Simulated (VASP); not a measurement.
# ScAl3 in VASP: further runs

Aim: see how the results for ScAl3 move with the level of theory and the settings. Levels: PBEsol, PBE. Tasks: single point.

Program: VASP 6.6.1. These are calculated values, not measurements. Logs are shortened: lines on timing, memory, paths and dates and some standing lists are left out, and cuts for length are marked.

**1. The cell of the first run**

Symmetry: Pm-3m, No. 221, cubic system. The conventional cell has a = 4.168 Å, b = 4.168 Å, c = 4.168 Å, α = 90.00°, β = 90.00°, γ = 90.00°. Sc (site symmetry m-3m) has 12 Al at 2.95 Å within 3.9 Å. Al (site symmetry 4/mmm) has 4 Sc at 2.95 Å and 8 Al at 2.95 Å within 3.9 Å.

**2. Single point, PBEsol (volume scaled by 1.06)**

Contents of INCAR:

```
PREC = Accurate
ENCUT = 520
EDIFF = 1E-6
ISMEAR = -1
SIGMA = 0.05
LREAL = False
LASPH = True
NELM = 100
ALGO = Normal
ISIF = 2
LWAVE = False
LCHARG = False
GGA = PS
NBANDS = 18
```

Contents of KPOINTS:

```
Automatic mesh
0
Gamma
  7 7 7
```

Contents of POSCAR:

```
ScAl3
1.0
    4.1679799944      0.0000000000      0.0000000000
    0.0000000000      4.1679799944      0.0000000000
    0.0000000000      0.0000000000      4.1679799944
Sc Al
1 3
Direct
    0.0000000000      0.0000000000      0.0000000000
    0.5000000000      0.5000000000      0.0000000000
    0.0000000000      0.5000000000      0.5000000000
    0.5000000000      0.0000000000      0.5000000000
```

Potentials or basis: VASP PAW PBE potentials, release 64 (Sc_sv, Al).

The run is started by

```console
$ cat potpaw_PBE.64/Sc_sv/POTCAR potpaw_PBE.64/Al/POTCAR > POTCAR
$ mpirun -np 1 vasp_std > vasp.out
```

OUTCAR:

```text
PREC = Accurate
   ENCUT = 520
   EDIFF = 1E-6
   ISMEAR = -1
   LREAL = False
   LASPH = True
   NELM = 100
   ISIF = 2
   GGA = PS

 ion  position               nearest neighbor table
   1  0.000  0.000  0.000-   2 2.95   3 2.95   4 2.95   3 2.95   4 2.95   2 2.95   3 2.95   3 2.95
                             2 2.95   4 2.95   4 2.95   2 2.95
   2  0.500  0.500  0.000-   1 2.95   3 2.95   4 2.95   3 2.95   4 2.95   1 2.95   4 2.95   4 2.95
                             1 2.95   3 2.95   3 2.95   1 2.95
   3  0.000  0.500  0.500-   1 2.95   2 2.95   4 2.95   1 2.95   2 2.95   1 2.95   4 2.95   1 2.95
                             2 2.95   4 2.95   2 2.95   4 2.95
   4  0.500  0.000  0.500-   1 2.95   2 2.95   3 2.95   1 2.95   2 2.95   2 2.95   3 2.95   2 2.95
                             1 2.95   3 2.95   1 2.95   3 2.95

  LATTYP: Found a simple cubic cell.
 ALAT       =     4.1679799944

  Lattice vectors:

 A1 = (   4.1679799944,   0.0000000000,   0.0000000000)
 A2 = (   0.0000000000,   4.1679799944,   0.0000000000)
 A3 = (   0.0000000000,   0.0000000000,   4.1679799944)

Analysis of symmetry for initial positions (statically):
=====================================================================
 Subroutine PRICEL returns:
 Original cell was already a primitive cell.

 Routine SETGRP: Setting up the symmetry group for a
 simple cubic supercell.

 Subroutine GETGRP returns: Found 48 space group operations
 (whereof 48 operations were pure point group operations)
 out of a pool of 48 trial point group operations.

The static configuration has the point symmetry O_h .

Analysis of symmetry for dynamics (positions and initial velocities):
=====================================================================
 Subroutine PRICEL returns:
 Original cell was already a primitive cell.

 Routine SETGRP: Setting up the symmetry group for a
 simple cubic supercell.

 Subroutine GETGRP returns: Found 48 space group operations
 (whereof 48 operations were pure point group operations)
 out of a pool of 48 trial point group operations.

The dynamic configuration has the point symmetry O_h .

 Subroutine INISYM returns: Found 48 space group operations
 (whereof 48 operations are pure point group operations),
 and found     1 'primitive' translations

----------------------------------------------------------------------------------------

                                     Primitive cell

  volume of cell :      72.4064

  direct lattice vectors                    reciprocal lattice vectors
     4.167979994  0.000000000  0.000000000     0.239924376  0.000000000  0.000000000
     0.000000000  4.167979994  0.000000000     0.000000000  0.239924376  0.000000000
     0.000000000  0.000000000  4.167979994     0.000000000  0.000000000  0.239924376

  length of vectors
     4.167979994  4.167979994  4.167979994     0.239924376  0.239924376  0.239924376

  position of ions in fractional coordinates (direct lattice)
     0.000000000  0.000000000  0.000000000
     0.500000000  0.500000000  0.000000000
     0.000000000  0.500000000  0.500000000
     0.500000000  0.000000000  0.500000000

  ion indices of the primitive-cell ions
   primitive index   ion index
                 1           1
                 2           2
                 3           3
                 4           4

----------------------------------------------------------------------------------------

 KPOINTS: Automatic mesh

Automatic generation of k-mesh.
 Grid dimensions read from file:
 generate k-points for:    7    7    7

 Generating k-lattice:

  Cartesian coordinates                     Fractional coordinates (reciprocal lattice)
     0.034274911  0.000000000  0.000000000     0.142857143  0.000000000  0.000000000
     0.000000000  0.034274911  0.000000000     0.000000000  0.142857143  0.000000000
     0.000000000  0.000000000  0.034274911     0.000000000  0.000000000  0.142857143

  Length of vectors
     0.034274911  0.034274911  0.034274911

  Shift w.r.t. Gamma in fractional coordinates (k-lattice)
     0.000000000  0.000000000  0.000000000

 Subroutine IBZKPT returns following result:
 ===========================================

 Found     20 irreducible k-points:

 Following reciprocal coordinates:
            Coordinates               Weight
  0.000000  0.000000  0.000000      1.000000
  0.142857  0.000000  0.000000      6.000000
  0.285714  0.000000  0.000000      6.000000
  0.428571  0.000000  0.000000      6.000000
  0.142857  0.142857  0.000000     12.000000
  0.285714  0.142857  0.000000     24.000000
[... 12 lines left out ...]
  0.428571  0.428571  0.285714     24.000000
  0.428571  0.428571  0.428571      8.000000
   k-points           NKPTS =     20   k-points in BZ     NKDIM =     20   number of bands    NBANDS=     18
   number of dos      NEDOS =    301   number of ions     NIONS =      4
   total plane-waves  NPLWV =  32768
   dimension x,y,z NGX =    32 NGY =   32 NGZ =   32
   dimension x,y,z NGXF=    64 NGYF=   64 NGZF=   64
   ions per type =               1   3
   NGX,Y,Z   is equivalent  to a cutoff of  12.76, 12.76, 12.76 a.u.
   NGXF,Y,Z  is equivalent  to a cutoff of  25.53, 25.53, 25.53 a.u.
 SYSTEM =  unknown system
   PREC   = accura    normal or accurate (medium, high low for compatibility)
   ISTART =      0    job   : 0-new  1-cont  2-samecut
   ICHARG =      2    charge: 1-file 2-atom 10-const
   ISPIN  =      1    spin polarized calculation?
   LNONCOLLINEAR =      F non collinear calculations
   LSORBIT =      F    spin-orbit coupling
   LASPH  =      T    aspherical Exc in radial PAW
   ENCUT  =  520.0 eV  38.22 Ry    6.18 a.u.   7.75  7.75  7.75*2*pi/ulx,y,z
   NELM   =    100;   NELMIN=  2; NELMDL= -5     # of ELM steps
   EDIFF  = 0.1E-05   stopping-criterion for ELM
   LREAL  =      F    real-space projection
   EDIFFG = 0.1E-04   stopping-criterion for IOM
   NSW    =      0    number of steps for IOM
   IBRION =     -1    ionic relax: 0-MD 1-quasi-New 2-CG
   NFREE  =      0    steps in history (QN), initial steepest desc. (CG)
   ISIF   =      2    stress and relaxation
   ISYM   =      2    0-nonsym 1-usesym 2-fastsym
   POTIM  = 0.5000    time-step for ionic-motion
   TEBEG  =    0.0;   TEEND  =   0.0 temperature during run
   PSTRESS=    0.0 pullay stress
   NELECT =      20.0000    total number of electrons
   NUPDOWN=      -1.0000    fix difference up-down
   EMIN   =  10.00;   EMAX   =-10.00  energy-range for DOS
   EFERMI =   0.00;   METHOD = LEGACY
   ISMEAR =    -1;   SIGMA  =   0.05  broadening in eV -4-tet -1-fermi 0-gaus
   EFERMI_NEDOS =   21; number of points for ismear=-14 and -15
   IALGO  =     38    algorithm
   IMIX   =      4    mixing-type and parameters
     AMIX     =   0.40;   BMIX     =  1.00
     AMIX_MAG =   1.60;   BMIX_MAG =  1.00
  volume/ion in A,a.u.               =      18.10       122.16
  Fermi-wavevector in a.u.,A,eV,Ry     =   1.066169  2.014766 15.465952  1.136715
  Thomas-Fermi vector in A             =   2.201744
   LORBIT       =      0    0 simple, 1 ext, 2 COOP (PROOUT), +10 PAW based schemes
   GGA     = PS    functional components
   LHFCALC =     F    Hartree Fock is set to
   AEXX    =    0.0000 exact exchange contribution
   IVDW    =     0    specifies the selected vdW correction
   LEPSILON=     F    determine dielectric tensor
   LRPA    =     F    only Hartree local field effects (RPA)
 non-spin polarized calculation
  energy-cutoff  :      520.00
  volume of cell :       72.41
 maximum number of plane-waves:      1965
 NGX is ok and might be reduce to    32
   NGX = 15   NGY = 15   NGZ = 15

 number of electron      19.9999995 magnetization

 Free energy of the ion-electron system (eV)
  ---------------------------------------------------
  ext. energy  EPLUGINS =         0.00000000
  ---------------------------------------------------
  free energy    TOTEN  =       -20.68276855 eV

  energy without entropy =      -20.66894848  energy(sigma->0) =      -20.67585851

 E-fermi :   6.6066     XC(G=0): -10.2734

 val. band max:        6.5332079452   @ k =   0.4286   0.4286   0.1429
 cond. band min:       6.6169306141   @ k =   0.2857   0.0000   0.0000
 fundamental gap:      0.0837226688
 Fermi energy:         6.6066408447

 k-point     1 :       0.0000    0.0000    0.0000
  band No.  band energies     occupation
      1     -42.2702      2.00000
      2     -21.0466      2.00000
      3     -21.0466      2.00000
      4     -21.0466      2.00000
      5      -3.0274      2.00000
      6       4.1226      2.00000
[... 10 lines left out ...]
     17      11.7242      0.00000
     18      11.7242      0.00000

 k-point     2 :       0.1429    0.0000    0.0000
  band No.  band energies     occupation
      1     -42.2700      2.00000
      2     -21.0514      2.00000
      3     -21.0462      2.00000
      4     -21.0462      2.00000
      5      -2.8478      2.00000
      6       2.8940      2.00000
[... 10 lines left out ...]
     17      11.7913      0.00000
     18      11.7913      0.00000

 k-point     3 :       0.2857    0.0000    0.0000
  band No.  band energies     occupation
      1     -42.2696      2.00000
      2     -21.0620      2.00000
      3     -21.0454      2.00000
      4     -21.0454      2.00000
      5      -2.3206      2.00000
      6       1.2972      2.00000
[... 10 lines left out ...]
     17      11.1992      0.00000
     18      12.1933      0.00000

 k-point     4 :       0.4286    0.0000    0.0000
  band No.  band energies     occupation
      1     -42.2693      2.00000
      2     -21.0704      2.00000
      3     -21.0447      2.00000
      4     -21.0447      2.00000
      5      -1.5142      2.00000
      6      -0.0802      2.00000
[... 291 lines left out ...]
      4     -21.0572      2.00000
      5      -0.2888      2.00000
      6       1.1519      2.00000
[... 10 lines left out ...]
     17      11.3628      0.00000
     18      12.5297      0.00000

 k-point    19 :       0.4286    0.4286    0.2857
  band No.  band energies     occupation
      1     -42.2679      2.00000
      2     -21.0654      2.00000
      3     -21.0653      2.00000
      4     -21.0567      2.00000
      5       0.3909      2.00000
      6       1.6435      2.00000
[... 10 lines left out ...]
     17      10.6387      0.00000
     18      13.5339      0.00000

 k-point    20 :       0.4286    0.4286    0.4286
  band No.  band energies     occupation
      1     -42.2676      2.00000
      2     -21.0644      2.00000
      3     -21.0642      2.00000
      4     -21.0642      2.00000
      5       1.0889      2.00000
      6       2.0039      2.00000
[... 10 lines left out ...]
     17      10.4949      0.00000
     18      15.6231      0.00000

------------------------ aborting loop because EDIFF is reached ----------------------------------------

  FORCE on cell =-STRESS in cart. coord.  units (eV):
  Direction    XX          YY          ZZ          XY          YZ          ZX
  --------------------------------------------------------------------------------------
  -------------------------------------------------------------------------------------
  Total       -2.5205259     -2.5205259     -2.5205259      0.0000000      0.0000000     -0.0000000
  in kB      -55.7731118    -55.7731118    -55.7731118      0.0000000      0.0000000     -0.0000000
  external PRESSURE =     -55.7731118 kB  Pullay stress =       0.0000000 kB

 VOLUME and BASIS-vectors are now :
 -----------------------------------------------------------------------------
  energy-cutoff  :      520.00
  volume of cell :       72.41
      direct lattice vectors                 reciprocal lattice vectors
     4.167979994  0.000000000  0.000000000     0.239924376  0.000000000  0.000000000
     0.000000000  4.167979994  0.000000000     0.000000000  0.239924376  0.000000000
     0.000000000  0.000000000  4.167979994     0.000000000  0.000000000  0.239924376

 POSITION                                       TOTAL-FORCE (eV/Angst)
 -----------------------------------------------------------------------------------
      0.00000      0.00000      0.00000         0.000000      0.000000      0.000000
      2.08399      2.08399      0.00000         0.000000      0.000000      0.000000
      0.00000      2.08399      2.08399         0.000000      0.000000      0.000000
      2.08399      0.00000      2.08399         0.000000      0.000000      0.000000
 -----------------------------------------------------------------------------------
    total drift:                                0.000000      0.000000      0.000000

  FREE ENERGIE OF THE ION-ELECTRON SYSTEM (eV)
  ---------------------------------------------------
  free  energy   TOTEN  =       -20.6827685492 eV

  energy  without entropy=      -20.6689484792  energy(sigma->0) =      -20.67585851
```

It took 17 s on 1 thread of Intel Xeon Platinum 8259CL at 2.50GHz (Skylake/Cascade Lake), shared host; peak memory 0.18 GiB.

What came out:

| Item | Value |
| --- | --- |
| Free energy | -20.6828 eV |
| Pressure | -5.6 GPa |
| Band gap on the k mesh | zero (band 10 reaches 7.44 eV, above the bottom of band 11 at 4.09 eV) |

Caveat: the cell differs from its parent crystal (volume scaled by 1.06); the PAW data sets were made with another functional, which shifts forces and pressure a little.

**3. Single point, PBEsol (atoms moved at random)**

Contents of INCAR:

```
ALGO = Fast
EDIFF = 1E-6
ENCUT = 520
GGA = PS
ISIF = 2
ISMEAR = -1
LASPH = T
LCHARG = F
LREAL = F
LWAVE = F
NBANDS = 18
NELM = 100
PREC = Accurate
SIGMA = 0.05
```

Contents of KPOINTS:

```
k-points
0
Gamma
  7 7 7
```

Contents of POSCAR:

```
ScAl3
1.0
    4.0878065700      0.0000000000      0.0000000000
    0.0000000000      4.0878065700      0.0000000000
    0.0000000000      0.0000000000      4.0878065700
Sc Al
1 3
Direct
    0.0042950000     -0.0004760000     -0.0066160000
    0.4976340000      0.4988020000      0.0118430000
   -0.0127730000      0.5011080000      0.4991260000
    0.5001760000      0.0079810000      0.5018120000
```

Potentials or basis: VASP PAW PBE potentials, release 64 (Sc_sv, Al).

The run is started by

```console
$ cat potpaw_PBE.64/Sc_sv/POTCAR potpaw_PBE.64/Al/POTCAR > POTCAR
$ mpirun -np 1 vasp_std > vasp.out
```

It took 3.4 min on 1 thread of Intel Xeon Platinum 8259CL at 2.50GHz (Skylake/Cascade Lake), shared host; peak memory 0.31 GiB.

Results (log left out):

| Property | Result |
| --- | --- |
| Free energy | -20.7467 eV |
| Pressure | -0.8 GPa |
| Largest force | 0.411 eV/Å |
| Band gap on the k mesh | zero (band 10 reaches 8.18 eV, above the bottom of band 11 at 4.54 eV) |

Forces on the atoms (eV/Å):
```
Sc  -0.254  0.046  0.320
Al   0.037  0.086 -0.247
Al   0.246  0.025  0.000
Al  -0.029 -0.157 -0.073
```

Stress tensor (GPa, compression positive):
```
-0.83  0.07  0.08
 0.07 -0.86 -0.06
 0.08 -0.06 -0.85
```

Levels at points of the mesh, in eV from the Fermi level:
| k point | band 7 | band 8 | band 9 | band 10 | band 11 | band 12 | band 13 | band 14 |
| --- | --- | --- | --- | --- | --- | --- | --- | --- |
| (0.00, 0.00, 0.00) | -2.53 | -1.71 | -1.70 | -1.70 | 1.31 | 1.38 | 1.38 | 1.39 |

Caveat: the cell differs from its parent crystal (atoms moved at random); the PAW data sets were made with another functional, which shifts forces and pressure a little.

**4. Single point, PBE**

This run uses another cell than the first one, of 16.05 Å³/atom, 0.887 times its volume.

Contents of INCAR:

```
SYSTEM = ScAl3
PREC     = Accurate       ! precision mode
ENCUT    = 520            ! plane-wave cutoff, eV
EDIFF    = 1E-7           ! SCF threshold, eV
ISMEAR   = -1             ! smearing method
SIGMA    = 0.05           ! smearing width, eV
LREAL    = .False.        ! projectors in reciprocal space
LASPH    = .True.         ! aspherical terms in the spheres
NELM     = 80             ! most SCF steps
ALGO     = Normal         ! electronic algorithm
ISIF     = 2              ! what is computed and relaxed
LWAVE    = .False.        ! write WAVECAR
LCHARG   = .False.        ! write CHGCAR
GGA      = PE             ! functional
NBANDS   = 18             ! bands
```

Contents of KPOINTS:

```
Automatic mesh
0
Gamma
  7 7 7
  0 0 0
```

Contents of POSCAR:

```
ScAl3
1.0
    4.0043585311      0.0000000000      0.0000000000
    0.0000000000      4.0043585311      0.0000000000
    0.0000000000      0.0000000000      4.0043585311
Sc Al
1 3
Direct
    0.0000000000      0.0000000000      0.0000000000
    0.5000000000      0.5000000000      0.0000000000
    0.0000000000      0.5000000000      0.5000000000
    0.5000000000      0.0000000000      0.5000000000
```

The run is started by

```console
$ cat potpaw_PBE.64/Sc_sv/POTCAR potpaw_PBE.64/Al/POTCAR > POTCAR
$ mpirun -np 1 vasp_std > vasp.out
```

Wall time 20 s (1 thread of Intel Xeon Platinum 8488C (Sapphire Rapids), shared host); peak memory 0.17 GiB.

Results (log left out):

```yaml
Free_energy: -19.1934 eV
Pressure: 7.6 GPa
Band_gap_on_the_k_mesh: zero (band 10 reaches 8.86 eV, above the bottom of band 11 at 5.10 eV)
```

Levels at points of the mesh, in eV from the Fermi level:
```tsv
k point	band 8	band 9	band 10	band 11	band 12	band 13
(0.00, 0.00, 0.00)	-1.73	-1.73	-1.73	1.37	1.44	1.44
```

**5. Summary**

```csv
level,cell,gap on the mesh (eV),pressure (GPa)
PBEsol,"a = 4.168 Å, 4 atoms",none,-5.6
PBEsol,"a = 4.088 Å, 4 atoms",none,-0.8
PBE,"a = 4.004 Å, 4 atoms",none,7.6
```

Alike in all rows: task single point; potentials or basis VASP PAW PBE potentials, release 64 (Sc_sv, Al); no spin polarisation; k mesh 7 × 7 × 7; cutoff (eV) 520; smearing fermi-dirac 0.05 eV.

Caveats: the PAW data sets were made with another functional, which shifts forces and pressure a little (some runs).

Absolute energies hang on the potentials; compare differences alone.
